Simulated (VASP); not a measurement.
Si3B:

```
Si B
1.0
     0.00000    3.83578    3.83578
     3.83578    0.00000    3.83578
     3.83578    3.83578    0.00000
Si B
6 2
Direct
  0.80615 0.19385 0.19385
  0.19385 0.80615 0.80615
  0.19385 0.80615 0.19385
  0.80615 0.19385 0.80615
  0.19385 0.19385 0.80615
  0.80615 0.80615 0.19385
  0.25000 0.25000 0.25000
  0.75000 0.75000 0.75000
```

* Program: VASP 6.6.1
* Task: relaxation of cell and atoms
* Functional: PBE
* Potentials or basis: VASP PAW PBE potentials, release 64 (Si, B)
* Cutoff: 600 eV
* k mesh: 4 × 4 × 4
* Occupations: gaussian, width 0.1 eV
* Spin: no spin polarisation

At the start: pressure 35.2 GPa; volume 14.11 Å³/atom.

How do energy, volume and symmetry change on relaxing?

Over 16 steps the energy falls by 1299.9 meV/atom and the volume is 12.39 Å³/atom (-12.2 %); space group Pm-3m (No. 221, to 0.05 Å).

Step by step:
```tsv
step	energy change (eV)	largest force (eV/Å)	pressure (GPa)	volume (Å³)
1	0.0000	10.7277	35.21	112.87
2	-4.3033	0.3833	-16.39	171.49
3	-7.5123	0.6659	-11.99	137.04
4	-7.5592	0.7740	-11.30	135.65
5	-7.5983	1.2531	-8.91	131.81
6	-7.6048	1.1020	-9.61	132.73
7	-8.9691	1.3396	-9.27	118.49
8	-8.9338	1.5203	28.52	81.95
9	-9.9899	1.3730	-2.68	104.06
10	-10.1491	0.4039	9.94	91.24
11	-10.2485	0.9415	3.93	96.23
12	-10.2498	0.8673	4.83	95.39
13	-10.2718	0.8591	3.59	96.43
14	-10.3634	0.0518	3.66	95.93
15	-10.3959	0.0532	-0.96	100.05
16	-10.3990	0.0321	0.04	99.08
```

Final structure:
```
Si B
1.0
     0.00000    3.67272    3.67272
     3.67272    0.00000    3.67272
     3.67272    3.67272    0.00000
Si B
6 2
Direct
  0.75023 0.24977 0.24977
  0.24977 0.75023 0.75023
  0.24977 0.75023 0.24977
  0.75023 0.24977 0.75023
  0.24977 0.24977 0.75023
  0.75023 0.75023 0.24977
  0.25000 0.25000 0.25000
  0.75000 0.75000 0.75000
```
